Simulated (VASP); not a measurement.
Set up this calculation in VASP 6.6.1, as the native input.

```yaml
Task: single point
Functional: PBE
Potentials_or_basis: VASP PAW PBE potentials, release 64 (Li_sv, Nb_sv, O)
Cutoff: 520 eV
k_mesh: 6 × 6 × 6
Occupations: gaussian, width 0.05 eV
Spin: no spin polarisation
Dipole_correction: no
Further_INCAR_settings: ALGO = Normal; EDIFF = 1e-07; NBANDS = 45
```

The structure of LiNbO3 lies in POSCAR:

```
LiNbO3
1.0
    2.6078986789      1.5056710043      4.8480836441
   -2.6078986789      1.5056710043      4.8480836441
    0.0000000000     -3.0113420086      4.8480836441
Li Nb O
2 2 6
Direct
    0.2815913687      0.2815913687      0.2815913687
    0.7815913687      0.7815913687      0.7815913687
    0.0004900497      0.0004900497      0.0004900497
    0.5004900497      0.5004900497      0.5004900497
    0.1104619503      0.3580262714      0.7211003599
    0.7211003599      0.1104619503      0.3580262714
    0.3580262714      0.7211003599      0.1104619503
    0.2211003599      0.8580262714      0.6104619503
    0.8580262714      0.6104619503      0.2211003599
    0.6104619503      0.2211003599      0.8580262714
```

This cell differs from its parent crystal: volume 11.422 Å^3 an atom, c/a of the conventional cell 2.7885.

The input as run:

INCAR

```
PREC = Accurate ; ENCUT = 520
EDIFF = 1E-7 ; ISMEAR = 0
SIGMA = 0.05 ; LREAL = F
LASPH = T ; NELM = 60
ALGO = Normal ; ISIF = 2
LWAVE = F ; LCHARG = T
GGA = PE ; LELF = T
LVHAR = T ; NBANDS = 45
```

KPOINTS

```
Automatic mesh
0
Gamma
  6 6 6
```

Potentials or basis: VASP PAW PBE potentials, release 64 (Li_sv, Nb_sv, O).

Run with:

```console
$ cat potpaw_PBE.64/Li_sv/POTCAR potpaw_PBE.64/Nb_sv/POTCAR potpaw_PBE.64/O/POTCAR > POTCAR
$ mpirun -np 1 vasp_std > vasp.out
```

Results of the run:

| Quantity | Value |
| --- | --- |
| Largest force | 0.511 eV/Å |
| Band gap on the k mesh | 3.35 eV, indirect (least direct gap 3.36 eV) |

It took 6.4 min on 1 thread of AMD EPYC 7R13 Processor (Zen 3), on a shared host, peak memory 0.29 GiB.
